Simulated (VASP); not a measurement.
CO2: single point with PBE

The system is CO2.

```
C O
1.0
     5.78733    0.00000    0.00000
     0.00000    5.78733    0.00000
     0.00000    0.00000    5.78733
C O
4 8
Direct
  0.00000 0.00000 0.00000
  0.50000 0.00000 0.50000
  0.50000 0.50000 0.00000
  0.00000 0.50000 0.50000
  0.11148 0.11148 0.11148
  0.38852 0.88852 0.61148
  0.61148 0.38852 0.88852
  0.88852 0.61148 0.38852
  0.88852 0.88852 0.88852
  0.61148 0.11148 0.38852
  0.38852 0.61148 0.11148
  0.11148 0.38852 0.61148
```

This cell differs from its parent crystal: volume 16.153 Å^3 an atom, c/a of the conventional cell 1.0000.

* Program: VASP 6.6.1
* Task: single point
* Functional: PBE
* Potentials or basis: VASP PAW PBE potentials, release 64 (C, O)
* Cutoff: 520 eV
* k mesh: 4 × 4 × 4
* Occupations: gaussian, width 0.05 eV
* Spin: no spin polarisation

```
Pressure               : 18.0 GPa
Largest force          : 7.267 eV/Å
Band gap on the k mesh : 7.10 eV, direct
```

Forces on the atoms (eV/Å):
```
C    0.000  0.000  0.000
C    0.000  0.000  0.000
C    0.000  0.000  0.000
C    0.000  0.000  0.000
O    4.196  4.196  4.196
O   -4.196 -4.196  4.196
O    4.196 -4.196 -4.196
O   -4.196  4.196 -4.196
O   -4.196 -4.196 -4.196
O    4.196  4.196 -4.196
O   -4.196  4.196  4.196
O    4.196 -4.196  4.196
```

Levels at points of the mesh, in eV from the valence-band top:
```tsv
k point	band 28	band 29	band 30	band 31	band 32	band 33	band 34	band 35	band 36	band 37
(0.00, 0.00, 0.00)	-0.14	-0.14	-0.14	0.00	0.00	7.10	9.11	9.11	9.11	9.27
(0.50, 0.00, 0.00)	-0.25	-0.22	-0.22	-0.06	-0.06	8.47	8.47	8.98	8.98	9.32
(0.50, 0.50, 0.00)	-0.23	-0.21	-0.21	-0.21	-0.21	8.89	8.89	8.89	8.89	9.62
(0.50, 0.50, 0.50)	-0.23	-0.23	-0.23	-0.23	-0.23	9.05	9.05	9.05	9.05	9.80
```

Wall time 44 s on 1 thread of Intel(R) Xeon(R) 6975P-C (Granite Rapids), on a shared host, peak memory 0.33 GiB.

Caveat: forces of over 1 eV/Å act on the atoms, so gaps and moduli don't describe the material at rest. A k mesh can miss the band edges.
